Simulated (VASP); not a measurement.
Ag: single point with PBEsol

The system is Ag.

```
CELL_PARAMETERS angstrom
1.49243 0.86166 7.29946
-1.49243 0.86166 7.29946
0.00000 -1.72331 7.29946
ATOMIC_POSITIONS crystal
Ag 0.22228 0.22228 0.22228
Ag 0.77772 0.77772 0.77772
Ag 0.00000 0.00000 0.00000
```

```yaml
Program: VASP 6.6.1
Task: single point
Functional: PBEsol
Potentials_or_basis: VASP PAW PBE potentials, release 64 (Ag)
Cutoff: 520 eV
k_mesh: 10 × 10 × 10
Occupations: fermi-dirac, width 0.05 eV
Spin: no spin polarisation
Dipole_correction: no
Further_INCAR_settings: ALGO = Fast; EDIFF = 1e-06; NBANDS = 24
```

```json
{
  "Pressure": "-9.8 GPa",
  "Band gap on the k mesh": "zero (an odd number of electrons rules out a gap without spin polarisation)"
}
```

Forces in eV/Å, atoms in the order of the input:
```
Ag   0.000  0.000  0.002
Ag   0.000  0.000 -0.002
Ag   0.000  0.000  0.000
```

Stress tensor (GPa, compression positive):
```
 -9.61   0.00   0.00
  0.00  -9.61   0.00
  0.00   0.00 -10.14
```

Levels at points of the mesh, in eV from the Fermi level:
| k point | band 14 | band 15 | band 16 | band 17 | band 18 | band 19 | band 20 | band 21 |
| --- | --- | --- | --- | --- | --- | --- | --- | --- |
| (0.00, 0.00, 0.00) | -3.11 | -3.01 | -3.01 | -2.97 | -2.96 | 7.43 | 7.45 | 15.29 |
| (0.50, 0.00, 0.00) | -2.72 | -2.71 | 0.08 | 1.21 | 1.29 | 4.47 | 4.75 | 5.82 |
| (0.50, 0.50, 0.00) | -2.72 | -2.68 | 0.43 | 0.58 | 1.44 | 3.66 | 5.62 | 7.65 |
| (0.50, 0.50, 0.50) | -3.39 | -3.39 | -2.88 | -2.88 | -0.12 | 3.17 | 13.52 | 13.58 |

It took 19 min on 1 thread of Intel Xeon 8259CL (shared host), peak memory 0.47 GiB.

Caveat: the cell stands under tension; the PAW data sets were made with another functional, which shifts forces and pressure a little.
